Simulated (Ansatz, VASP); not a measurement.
## DyB3H12: VASP beside Ansatz

```
Dy B H
1.0
    14.67000    0.00000    0.00000
     0.00000   15.34000    0.00000
     0.00000    0.00000   10.99000
Dy B H
1 3 12
Cartesian
  6.5073 7.6627 5.4968
  8.9683 7.6783 5.4968
  10.1706 7.6433 5.4968
  8.4575 7.0976 6.4935
  8.4575 7.0976 4.5000
  8.4961 8.8324 5.4968
  5.2633 9.7863 5.4968
  4.6925 10.8450 5.4968
  6.0217 9.6343 6.4935
  6.0217 9.6343 4.5000
  4.5000 8.8002 5.4968
  5.2903 5.5237 5.4968
  4.6589 4.5000 5.4968
  5.0428 6.2564 6.4935
  5.0428 6.2564 4.5000
  6.5259 5.3556 5.4968
```

Alike in both runs: task single point; functional PBE; k mesh 1 × 1 × 1; occupations gaussian, width 0.01 eV; collinear spin; Hubbard terms Dy f U = 5.0 eV.

|  | VASP | Ansatz |
| --- | --- | --- |
| version | VASP 6.6.1 | Ansatz 0.2.0 |
| potentials or method | VASP PAW PBE potentials, release 64 (Dy, B, H), cutoff 520 eV | scalar-relativistic, plane waves, PAW |
| valence electrons in the cell | 41 | 41 |

|  | VASP | Ansatz | Ansatz less VASP |
| --- | --- | --- | --- |
| gap on the k mesh at the Fermi level (eV) | 3.45 | 3.19 | -0.259 |
| rms of the force components (eV/Å) | 0.066 | 0.071 | +0.0056 |
| net moment per atom (μB) | 0.31 | 0.31 | 0.000 |
| size of the moment on the site where the two differ most (μB) | 4.93 | 4.92 | -0.013 |

Site moments also hang on the region over which each program counts them. The programs project onto different local orbitals, so the same U acts differently, and such runs can settle in different states.

Spin-orbit coupling is off throughout. Noted on VASP's run: the magnetic or orbital state may not be the lowest.
